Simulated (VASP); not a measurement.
# Li: single point with PBEsol

Li:

```xyz
1
Lattice="-1.8200 1.8200 1.6100 1.8200 -1.8200 1.6100 1.8200 1.8200 -1.6100" Properties=species:S:1:pos:R:3 pbc="T T T"
Li    0.0000    0.0000    0.0000
```

This cell differs from its parent crystal: strain +0.040 along x and y, -0.080 along z.

```json
{"Program": "VASP 6.6.1", "Task": "single point", "Functional": "PBEsol", "Potentials or basis": "VASP PAW PBE potentials, release 64 (Li_sv)", "Cutoff": "520 eV", "k mesh": "20 × 20 × 20", "Occupations": "gaussian, width 0.15 eV", "Spin": "no spin polarisation"}
```

The band gap on the k mesh is zero (an odd number of electrons rules out a gap without spin polarisation).

Levels at points of the mesh, in eV from the Fermi level:
```
           k point  band 1  band 2  band 3  band 4  band 5  band 6
(0.00, 0.00, 0.00)  -46.01   -3.49   13.60   13.60   14.71   16.90
(0.50, 0.00, 0.00)  -45.99    0.48    3.39    9.57   10.75   12.51
(0.50, 0.50, 0.00)  -45.99   -0.09    2.63   11.25   12.97   14.93
(0.50, 0.50, 0.50)  -45.98    4.51    4.51    6.76    7.25    8.08
```

It took 2.9 min on 1 thread of AMD EPYC 7R13 (shared host), peak memory 0.17 GiB.

Caveat: the cell differs from its parent crystal (strain +0.040 along x and y, -0.080 along z).
